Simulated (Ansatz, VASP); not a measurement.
**ZnO5 in VASP and in Ansatz**

The input INCAR:

```
PREC = Accurate
ENCUT = 520
EDIFF = 1E-6
ISMEAR = 0
SIGMA = 0.1
LREAL = False
LASPH = True
NELM = 150
ALGO = Normal
ISIF = 2
LWAVE = False
LCHARG = True
ISPIN = 2
MAGMOM = 0 0.99 2.07 1.96 2.07 0.99
LORBIT = 11
GGA = PE
LELF = True
LVHAR = True
NBANDS = 34
```

File KPOINTS:

```
Automatic mesh
0
Gamma
  12 12 4
```

POSCAR

```
ZnO5
1.0
    3.1352845722      0.0000000000      0.0000000000
   -1.5676422861      2.7152360876      0.0000000000
    0.0000000000      0.0000000000     10.4617053669
Zn O
1 5
Direct
    0.0000000000      0.0000000000      0.0000000000
    0.6666666667      0.3333333333      0.1000595312
    0.0000000000      0.0000000000      0.3837500814
    0.6666666667      0.3333333333      0.5000000000
    0.0000000000      0.0000000000      0.6162499186
    0.6666666667      0.3333333333      0.8999404688
```

Input for Ansatz:

```yaml
crystal:
  lattice:
    - [3.1352845722, 0.0, 0.0]
    - [-1.5676422861, 2.7152360876, 0.0]
    - [0.0, 0.0, 10.4617053669]
  atoms:
    - { symbol: Zn, position: [0.0, 0.0, 0.0] }
    - { symbol: O, position: [0.6666666667, 0.3333333333, 0.1000595312], spin: 0.99 }
    - { symbol: O, position: [0.0, 0.0, 0.3837500814], spin: 2.07 }
    - { symbol: O, position: [0.6666666667, 0.3333333333, 0.5], spin: 1.96 }
    - { symbol: O, position: [0.0, 0.0, 0.6162499186], spin: 2.07 }
    - { symbol: O, position: [0.6666666667, 0.3333333333, 0.8999404688], spin: 0.99 }
basis:
  ecutwfc: 420
kpoints:
  mp_grid: { grid: [12, 12, 4] }
  band_path:
    path:
      - [[0.0, 0.0, 0.0], [0.5, 0.0, 0.0], [0.33333333, 0.33333333, 0.0], [0.0, 0.0, 0.0], [0.0, 0.0, 0.5], [0.5, 0.0, 0.5], [0.33333333, 0.33333333, 0.5], [0.0, 0.0, 0.5]]
      - [[0.5, 0.0, 0.5], [0.5, 0.0, 0.0]]
      - [[0.33333333, 0.33333333, 0.5], [0.33333333, 0.33333333, 0.0]]
    npoints: 14
hamiltonian:
  xc: pbe
scf:
  occupations: { method: gaussian, width: 0.1 }
  n_extra_bands: 15
output:
  forces: true
  stress: true
  eigenvalues: true
  populations: true
  dos: { projected: true, de: 0.02, nscf_kmesh: { grid: [15, 15, 5] } }
  bader: true
  write_density: true
  write_potential: true
  elf: true
  volumetric_format: npy
magnetization:
  spin_polarized: true
checkpoint:
  read: start.run
  write: ck
  compress: false
  write_wavefunctions: false
  write_every: 100000
```

Alike in both runs: task single point; functional PBE; k mesh 12 × 12 × 4; occupations gaussian, width 0.1 eV; collinear spin.

```csv
,VASP,Ansatz
version,VASP 6.6.1,Ansatz 0.2.0
potentials or method,"VASP PAW PBE potentials, release 64 (Zn, O), cutoff 520 eV","scalar-relativistic, plane waves, PAW"
valence electrons in the cell,42,42
```

```tsv
	VASP	Ansatz	Ansatz less VASP
gap on the k mesh at the Fermi level (eV)	none	none	-
pressure (GPa)	0.1	0.0	-0.08
traceless stress, the component that is largest in VASP (GPa)	-0.09	-0.01	+0.083
rms of the force components (eV/Å)	0.019	0.001	-0.0171
net moment per atom (μB)	1.33	1.33	0.000
size of the moment on the site where the two differ most (μB)	1.71	1.89	+0.180
```

Site moments also hang on the region over which each program counts them. Atom by atom the forces differ by 0.020 eV/Å (rms over components). A gap of «none» marks a metal or a gap that the smearing closes. Ansatz's warnings: stability check not made.
